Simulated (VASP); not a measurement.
# LiSi8O16 (a cell with a defect) in VASP: a series of runs

The runs below take LiSi8O16 (a cell with a defect) through single point, with PBE.

All numbers are computed with VASP 6.6.1; they aren't measurements. Logs are shortened: lines on timing, memory, paths and dates and some standing lists are left out, and cuts for length are marked.

## 1. The cell of the first run

The cell holds a defect, 25 atoms: a = 8.726 Å, b = 8.726 Å, c = 7.186 Å, α = 65.69°, β = 65.69°, γ = 48.63°.

## 2. Single point, PBE

Contents of INCAR:

```
SYSTEM = LiSi8O16
PREC     = Accurate       ! precision mode
ENCUT    = 650            ! plane-wave cutoff, eV
EDIFF    = 1E-6           ! SCF threshold, eV
ISMEAR   = -1             ! smearing method
SIGMA    = 0.01           ! smearing width, eV
LREAL    = Auto         
LASPH    = .TRUE.         ! aspherical terms in the spheres
NELM     = 120            ! most SCF steps
ALGO     = Normal         ! electronic algorithm
ISIF     = 2              ! what is computed and relaxed
LWAVE    = .FALSE.        ! write WAVECAR
LCHARG   = .TRUE.         ! write CHGCAR
GGA      = PE             ! functional
LELF     = .TRUE.         ! ELF
LVHAR    = .TRUE.       
NELECT   = 130.0        
NBANDS   = 84             ! bands
GGA_COMPAT= .FALSE.      
ISYM     = -1
```

Contents of KPOINTS:

```
explicit points
1
Reciprocal
  0.25000000   0.25000000   0.25000000 1
```

Contents of POSCAR:

```
LiSi8O16
1.0
    0.0000000000      5.0813926900      7.0944098900
    5.0813926900      0.0000000000      7.0944098900
    5.0813926900      5.0813926900      0.0000000000
Si O Li
8 16 1
Direct
    0.2519367325      0.2515423525      0.4510610907
    0.7478585357      0.7520542358      0.9534232836
    0.0780959048      0.6703984848      0.1265596027
    0.5727811219      0.1727740521      0.6287239325
    0.4221146117      0.8343767862      0.3706534828
    0.9165175540      0.3351422933      0.8709784247
   -0.0045378830      0.0044690965      0.2928846197
    0.4936729077      0.5037404233      0.7932911982
    0.0841627536      0.2305066882      0.6625734724
    0.5828791413      0.7388519323      0.1644642017
    0.4807600878      0.3391441876      0.7611218893
    0.9902812251      0.8353382698      0.2614149905
    0.4032166732      0.2733237402      0.4963809920
    0.9050945062      0.7718711871      0.9945787898
    0.1864142861      0.9029751233      0.4015459804
    0.7107660994      0.3639721971      0.8740500113
    0.0070963135      0.1628553835      0.0770477443
    0.5095219777      0.6606649904      0.5766814190
    0.3917034754      0.0424391873      0.3599979248
    0.8815091991      0.5450465197      0.8579574273
    0.2898591141      0.6369407328      0.9624074176
    0.7961211005      0.1309182307      0.4762562563
    0.1175051908      0.4553771296      0.2833620761
    0.6190189267      0.9547627088      0.7812210142
   -0.0214721324      0.0871663913      0.6337420729
```

Potentials or basis: VASP PAW PBE potentials, release 64 (Si, O, Li_sv).

Command:

```console
> cat potpaw_PBE.64/Si/POTCAR potpaw_PBE.64/O/POTCAR potpaw_PBE.64/Li_sv/POTCAR > POTCAR
> mpirun -np 1 vasp_std > vasp.out
```

OUTCAR:

```text
SYSTEM = LiSi8O16
   PREC = Accurate
   ENCUT = 650
   EDIFF = 1E-6
   ISMEAR = -1
   LREAL = Auto
   LASPH = .TRUE.
   NELM = 120
   ISIF = 2
   GGA = PE
   NELECT = 130.0
   ISYM = -1

 ion  position               nearest neighbor table
   1  0.252  0.252  0.451-  13 1.62  19 1.62  23 1.62   9 1.67   4 3.10   3 3.11   5 3.11
   2  0.748  0.752  0.953-  24 1.62  10 1.63  20 1.63  14 1.64   5 3.11   4 3.12   6 3.12   3 3.14

   3  0.078  0.670  0.127-  23 1.62  21 1.63  12 1.64  14 1.64   1 3.11   8 3.12   7 3.13   2 3.14

   4  0.573  0.173  0.629-  24 1.62  13 1.62  11 1.62  22 1.66   1 3.10   8 3.12   2 3.12
   5  0.422  0.834  0.371-  10 1.62  18 1.62  19 1.62  15 1.66   2 3.11   1 3.11   8 3.15
   6  0.917  0.335  0.871-  20 1.61  17 1.62  16 1.63   9 1.67   2 3.12   7 3.14
   7  0.995  0.004  0.293-  12 1.61  17 1.62  15 1.65  22 1.66  25 2.75   3 3.13   6 3.14
   8  0.494  0.504  0.793-  18 1.62  11 1.62  21 1.63  16 1.64   4 3.12   3 3.12   5 3.15
   9  0.084  0.231  0.663-   6 1.67   1 1.67  25 2.09
  10  0.583  0.739  0.164-   5 1.62   2 1.63
  11  0.481  0.339  0.761-   4 1.62   8 1.62
  12  0.990  0.835  0.261-   7 1.61   3 1.64
  13  0.403  0.273  0.496-   4 1.62   1 1.62
  14  0.905  0.772  0.995-   3 1.64   2 1.64
  15  0.186  0.903  0.402-   7 1.65   5 1.66  25 2.13
  16  0.711  0.364  0.874-   6 1.63   8 1.64
  17  0.007  0.163  0.077-   7 1.62   6 1.62
  18  0.510  0.661  0.577-   5 1.62   8 1.62
  19  0.392  0.042  0.360-   1 1.62   5 1.62
  20  0.882  0.545  0.858-   6 1.61   2 1.63
  21  0.290  0.637  0.962-   8 1.63   3 1.63
  22  0.796  0.131  0.476-   7 1.66   4 1.66  25 2.07
  23  0.118  0.455  0.283-   1 1.62   3 1.62
  24  0.619  0.955  0.781-   4 1.62   2 1.62
  25  0.979  0.087  0.634-  22 2.07   9 2.09  15 2.13   7 2.75

IMPORTANT INFORMATION: All symmetrisations will be switched off!
NOSYMM: (Re-)initialisation of all symmetry stuff for point group C_1.

----------------------------------------------------------------------------------------

                                     Primitive cell

  volume of cell :     366.3632

  direct lattice vectors                    reciprocal lattice vectors
     0.000000000  5.081392690  7.094409890    -0.098398221  0.098398221  0.070478025
     5.081392690  0.000000000  7.094409890     0.098398221 -0.098398221  0.070478025
     5.081392690  5.081392690  0.000000000     0.098398221  0.098398221 -0.070478025

  length of vectors
     8.726465685  8.726465685  7.186174458     0.155985806  0.155985806  0.155985806

  position of ions in fractional coordinates (direct lattice)
     0.251936732  0.251542353  0.451061091
     0.747858536  0.752054236  0.953423284
[... 87 lines left out ...]
   ISIF   =      2    stress and relaxation
   ISYM   =     -1    0-nonsym 1-usesym 2-fastsym
   POTIM  = 0.5000    time-step for ionic-motion
   TEBEG  =    0.0;   TEEND  =   0.0 temperature during run
   PSTRESS=    0.0 pullay stress
   NELECT =     130.0000    total number of electrons
   NUPDOWN=      -1.0000    fix difference up-down
   EMIN   =  10.00;   EMAX   =-10.00  energy-range for DOS
   EFERMI =   0.00;   METHOD = LEGACY
   ISMEAR =    -1;   SIGMA  =   0.01  broadening in eV -4-tet -1-fermi 0-gaus
   EFERMI_NEDOS =   21; number of points for ismear=-14 and -15
   IALGO  =     38    algorithm
   IMIX   =      4    mixing-type and parameters
     AMIX     =   0.40;   BMIX     =  1.00
     AMIX_MAG =   1.60;   BMIX_MAG =  1.00
  volume/ion in A,a.u.               =      14.65        98.89
  Fermi-wavevector in a.u.,A,eV,Ry     =   1.159005  2.190202 18.276609  1.343293
  Thomas-Fermi vector in A             =   2.295602
   LORBIT       =      0    0 simple, 1 ext, 2 COOP (PROOUT), +10 PAW based schemes
   GGA     = PE    functional components
   LHFCALC =     F    Hartree Fock is set to
   AEXX    =    0.0000 exact exchange contribution
   IVDW    =     0    specifies the selected vdW correction
   LEPSILON=     F    determine dielectric tensor
   LRPA    =     F    only Hartree local field effects (RPA)
 non-spin polarized calculation
  energy-cutoff  :      650.00
  volume of cell :      366.36
 maximum number of plane-waves:     13783
 NGX is ok and might be reduce to    72
   NGX = 37   NGY = 37   NGZ = 29

 number of electron     130.0000006 magnetization

 Free energy of the ion-electron system (eV)
  ---------------------------------------------------
  ext. energy  EPLUGINS =         0.00000000
  ---------------------------------------------------
  free energy    TOTEN  =      -196.20561383 eV

  energy without entropy =     -196.20561383  energy(sigma->0) =     -196.20561383

 E-fermi :   0.2042     XC(G=0):  -8.1927

 val. band max:       -0.1592397650   @ k =   0.2500   0.2500   0.2500
 cond. band min:       5.6924395668   @ k =   0.2500   0.2500   0.2500
 fundamental gap:      5.8516793318
 Fermi energy:         0.2042315976

 k-point     1 :       0.2500    0.2500    0.2500
  band No.  band energies     occupation
      1     -43.8399      2.00000
      2     -19.3032      2.00000
      3     -18.8305      2.00000
      4     -18.6732      2.00000
      5     -18.6505      2.00000
      6     -18.3289      2.00000
[... 69 lines left out ...]
     76       9.3261      0.00000
     77       9.3784      0.00000
 [bands above 77 left out]

------------------------ aborting loop because EDIFF is reached ----------------------------------------

  FORCE on cell =-STRESS in cart. coord.  units (eV):
  Direction    XX          YY          ZZ          XY          YZ          ZX
  --------------------------------------------------------------------------------------
  -------------------------------------------------------------------------------------
  Total      -10.5670780     -8.0942860     -9.4696669     -0.0662644     -0.6956377      0.6714594
  in kB      -46.2118874    -35.3978868    -41.4126950     -0.2897869     -3.0421591      2.9364225
  external PRESSURE =     -41.0074897 kB  Pullay stress =       0.0000000 kB

 VOLUME and BASIS-vectors are now :
 -----------------------------------------------------------------------------
  energy-cutoff  :      650.00
  volume of cell :      366.36
      direct lattice vectors                 reciprocal lattice vectors
     0.000000000  5.081392690  7.094409890    -0.098398221  0.098398221  0.070478025
     5.081392690  0.000000000  7.094409890     0.098398221 -0.098398221  0.070478025
     5.081392690  5.081392690  0.000000000     0.098398221  0.098398221 -0.070478025

 POSITION                                       TOTAL-FORCE (eV/Angst)
 -----------------------------------------------------------------------------------
      3.57020      3.57221      3.57189        -0.006799     -0.012641      0.003041
      8.66620      8.64488     10.64100        -0.023755     -0.019711     -0.005741
      4.04966      1.03993      5.31013         0.026474     -0.017274      0.007532
      4.07273      6.10532      5.28927         0.015113     -0.024823     -0.000922
      6.12323      4.02837      8.91406        -0.012726      0.019076     -0.003530
      6.12877      9.08297      8.87979        -0.019759      0.024231      0.000090
[... 17 lines left out ...]
      8.82122      7.11517     11.16505         0.001822      0.006053      0.016003
      3.66322      8.19258      7.56047         0.005091      0.000275      0.003335
 -----------------------------------------------------------------------------------
    total drift:                                0.000059     -0.002514     -0.010194

  FREE ENERGIE OF THE ION-ELECTRON SYSTEM (eV)
  ---------------------------------------------------
  free  energy   TOTEN  =      -196.2056138255 eV

  energy  without entropy=     -196.2056138255  energy(sigma->0) =     -196.20561383
```

stdout:

```text
POSCAR found type information on POSCAR SiO Li
 POSCAR found :  3 types and      25 ions
 scaLAPACK will be used
 LDA part: xc-table for (Slater+PW92), standard interpolation
 POSCAR, INCAR and KPOINTS ok, starting setup
 FFT: planning ... GRIDC
 FFT: planning ... GRID_SOFT
 FFT: planning ... GRID
 WAVECAR not read
 entering main loop
 the old and the new charge density differ
 old charge density:   131.00000 new  130.00000
    0.401E+01
```

Run time: 67 s. Hardware: 1 thread of Intel Xeon 6975P-C (Granite Rapids), shared host; peak memory 0.72 GiB.

Results:

```
Free energy   : -196.2056 eV
Largest force : 0.032 eV/Å
```

Forces in eV/Å, atoms in the order of the input:
```
Si  -0.007 -0.013  0.003
Si  -0.024 -0.020 -0.006
Si   0.026 -0.017  0.008
Si   0.015 -0.025 -0.001
Si  -0.013  0.019 -0.004
Si  -0.020  0.024  0.000
Si   0.015  0.004  0.007
Si   0.014  0.011  0.002
O   -0.003 -0.002  0.008
O    0.005 -0.003  0.010
O   -0.010  0.002  0.022
O   -0.015  0.002  0.012
O   -0.004  0.018 -0.019
O   -0.002  0.007 -0.015
O    0.002 -0.004  0.007
O    0.006 -0.016  0.005
O    0.000 -0.002 -0.013
O    0.005 -0.002 -0.013
O    0.007 -0.003 -0.014
O    0.015  0.000 -0.004
O   -0.011  0.001 -0.014
O   -0.005  0.003 -0.011
O   -0.003  0.010  0.010
O    0.002  0.006  0.016
Li   0.005  0.000  0.003
```

Caveat: the cell carries a net charge on a neutralising background, which shifts energy and pressure; the cell is charged against a uniform background, so pressure and absolute levels hang on convention.

## 3. Single point, PBE

Contents of INCAR:

```
SYSTEM = LiSi8O16
  PREC = Accurate
  ENCUT = 650
  EDIFF = 1E-6
  ISMEAR = -1
  SIGMA = 0.01
  LREAL = Auto
  LASPH = .TRUE.
  NELM = 120
  ALGO = Normal
  ISIF = 2
  LWAVE = .FALSE.
  LCHARG = .FALSE.
  GGA = PE
  NBANDS = 84
  NELECT = 130.0
  GGA_COMPAT = .FALSE.
  ISYM = -1
```

KPOINTS is that of step 2.

Contents of POSCAR:

```
LiSi8O16
1.0
    0.0000000000      5.0813926900      7.0944098900
    5.0813926900      0.0000000000      7.0944098900
    5.0813926900      5.0813926900      0.0000000000
Si O Li
8 16 1
Direct
    0.2559785736      0.2496145703      0.4511732289
    0.7501885668      0.7515793272      0.9531322604
    0.0764360946      0.6720167129      0.1281967813
    0.5771389074      0.1715552169      0.6281562496
    0.4197130867      0.8315245973      0.3712370023
    0.9169140119      0.3337408188      0.8728114738
   -0.0036020333      0.0006967882      0.2942930092
    0.4871817863      0.5056960019      0.7976394032
    0.0737768636      0.2479141629      0.6540190825
    0.5814239443      0.7435007705      0.1614021332
    0.4818977878      0.3339676738      0.7683362302
    0.9835121870      0.8333256050      0.2703981854
    0.4053533879      0.2718094874      0.4985356205
    0.9039828034      0.7699431727      1.0002683714
    0.1931220399      0.8915205335      0.3927523811
    0.7090792161      0.3697938852      0.8680374307
    0.0099734087      0.1555986428      0.0741120037
    0.5205403354      0.6425169347      0.5681434837
    0.3911622142      0.0348939408      0.3726766065
    0.8842510773      0.5400716157      0.8664374726
    0.2874323862      0.6425076796      0.9638373715
    0.7918737746      0.1461826816      0.4654620366
    0.1274175532      0.4487040783      0.2759112437
    0.6312228006      0.9489197586      0.7720216316
   -0.1295076355      0.2765696204      0.5510523046
```

Potentials or basis: VASP PAW PBE potentials, release 64 (Si, O, Li_sv).

Command:

```console
> cat potpaw_PBE.64/Si/POTCAR potpaw_PBE.64/O/POTCAR potpaw_PBE.64/Li_sv/POTCAR > POTCAR
> mpirun -np 1 vasp_std > vasp.out
```

OUTCAR:

```text
SYSTEM = LiSi8O16
   PREC = Accurate
   ENCUT = 650
   EDIFF = 1E-6
   ISMEAR = -1
   LREAL = Auto
   LASPH = .TRUE.
   NELM = 120
   ISIF = 2
   GGA = PE
   NELECT = 130.0
   ISYM = -1

 ion  position               nearest neighbor table
   1  0.256  0.250  0.451-  13 1.61  19 1.62  23 1.63   9 1.66   4 3.10   3 3.12   5 3.14
   2  0.750  0.752  0.953-  24 1.63  14 1.63  10 1.63  20 1.63   4 3.12   5 3.12   6 3.13   3 3.13

   3  0.076  0.672  0.128-  14 1.62  23 1.63  12 1.64  21 1.64   8 3.09   7 3.10   1 3.12   2 3.13

   4  0.577  0.172  0.628-  24 1.61  13 1.62  11 1.63  22 1.67   1 3.10   2 3.12   8 3.12   7 3.14

   5  0.420  0.832  0.371-  10 1.62  19 1.62  15 1.63  18 1.64   2 3.12   1 3.14
   6  0.917  0.334  0.873-  20 1.61  17 1.62  16 1.64   9 1.66  25 2.78   2 3.13
   7  0.996  0.001  0.294-  12 1.62  15 1.62  17 1.63  22 1.67   3 3.10   4 3.14
   8  0.487  0.506  0.798-  21 1.61  11 1.63  18 1.63  16 1.64  25 2.74   3 3.09   4 3.12
   9  0.074  0.248  0.654-   6 1.66   1 1.66  25 2.02
  10  0.581  0.744  0.161-   5 1.62   2 1.63
  11  0.482  0.334  0.768-   4 1.63   8 1.63
  12  0.984  0.833  0.270-   7 1.62   3 1.64
[... 171 lines left out ...]
  band No.  band energies     occupation
      1     -43.8563      2.00000
      2     -19.3227      2.00000
      3     -18.8554      2.00000
      4     -18.6862      2.00000
      5     -18.6506      2.00000
      6     -18.3807      2.00000
[... 69 lines left out ...]
     76       9.2904      0.00000
     77       9.3691      0.00000
 [bands above 77 left out]

------------------------ aborting loop because EDIFF is reached ----------------------------------------

  FORCE on cell =-STRESS in cart. coord.  units (eV):
  Direction    XX          YY          ZZ          XY          YZ          ZX
  --------------------------------------------------------------------------------------
  -------------------------------------------------------------------------------------
  Total      -10.0559827     -7.1773022     -8.4347999      0.0892118      0.1585442      0.1383784
  in kB      -43.9767681    -31.3877386    -36.8870205      0.3901407      0.6933445      0.6051558
  external PRESSURE =     -37.4171757 kB  Pullay stress =       0.0000000 kB

 VOLUME and BASIS-vectors are now :
 -----------------------------------------------------------------------------
  energy-cutoff  :      650.00
  volume of cell :      366.36
      direct lattice vectors                 reciprocal lattice vectors
     0.000000000  5.081392690  7.094409890    -0.098398221  0.098398221  0.070478025
     5.081392690  0.000000000  7.094409890     0.098398221 -0.098398221  0.070478025
     5.081392690  5.081392690  0.000000000     0.098398221  0.098398221 -0.070478025

 POSITION                                       TOTAL-FORCE (eV/Angst)
 -----------------------------------------------------------------------------------
      3.56098      3.59332      3.58689        -0.014073     -0.013550     -0.001604
      8.66231      8.65524     10.65416        -0.022787     -0.016870     -0.000119
      4.06620      1.03982      5.30983         0.018521     -0.014937      0.001123
      4.06365      6.12458      5.31154         0.011035     -0.020910     -0.001695
      6.11170      4.01913      8.87679        -0.014578      0.019215     -0.003392
      6.13097      9.09430      8.87266        -0.018861      0.011380     -0.003461
[... 17 lines left out ...]
      8.74478      7.13044     11.21018        -0.000136      0.012110      0.007216
      4.20547      7.22343      8.13773        -0.002451     -0.001883      0.001923
 -----------------------------------------------------------------------------------
    total drift:                               -0.002919     -0.002359     -0.006118

  FREE ENERGIE OF THE ION-ELECTRON SYSTEM (eV)
  ---------------------------------------------------
  free  energy   TOTEN  =      -196.0893082635 eV

  energy  without entropy=     -196.0893082635  energy(sigma->0) =     -196.08930826
```

stdout:

```text
POSCAR found type information on POSCAR SiO Li
 POSCAR found :  3 types and      25 ions
 scaLAPACK will be used
 LDA part: xc-table for (Slater+PW92), standard interpolation
 POSCAR, INCAR and KPOINTS ok, starting setup
 FFT: planning ... GRIDC
 FFT: planning ... GRID_SOFT
 FFT: planning ... GRID
 WAVECAR not read
 entering main loop
 the old and the new charge density differ
 old charge density:   131.00000 new  130.00000
    0.402E+01
```

It took 57 s on 1 thread of Intel Xeon 6975P-C (Granite Rapids), shared host; peak memory 0.72 GiB.

Results:

```yaml
Free_energy: -196.0893 eV
Largest_force: 0.028 eV/Å
```

Forces on the atoms (eV/Å):
```
Si  -0.014 -0.014 -0.002
Si  -0.023 -0.017  0.000
Si   0.019 -0.015  0.001
Si   0.011 -0.021 -0.002
Si  -0.015  0.019 -0.003
Si  -0.019  0.011 -0.003
Si   0.015  0.011  0.005
Si   0.004  0.021  0.008
O    0.006 -0.003  0.012
O    0.007 -0.003  0.015
O   -0.010  0.003  0.015
O   -0.016 -0.002  0.010
O    0.000  0.008 -0.013
O    0.000  0.004 -0.013
O    0.004 -0.002  0.017
O    0.010 -0.004  0.013
O    0.000 -0.008 -0.015
O    0.002 -0.010 -0.011
O    0.006  0.003 -0.018
O    0.017  0.003 -0.007
O   -0.001 -0.004 -0.019
O   -0.004  0.001 -0.014
O    0.003  0.007  0.014
O    0.000  0.012  0.007
Li  -0.002 -0.002  0.002
```

Levels at points of the mesh, in eV from the Fermi level:
| k point | band 61 | band 62 | band 63 | band 64 | band 65 | band 66 | band 67 | band 68 | band 69 | band 70 |
| --- | --- | --- | --- | --- | --- | --- | --- | --- | --- | --- |
| (0.25, 0.25, 0.25) | -0.77 | -0.69 | -0.63 | -0.58 | -0.39 | 5.52 | 7.57 | 7.74 | 8.12 | 8.27 |

Caveat: the cell carries a net charge on a neutralising background, which shifts energy and pressure; the cell is charged against a uniform background, so pressure and absolute levels hang on convention.

(Continued in part 2 of 2.)
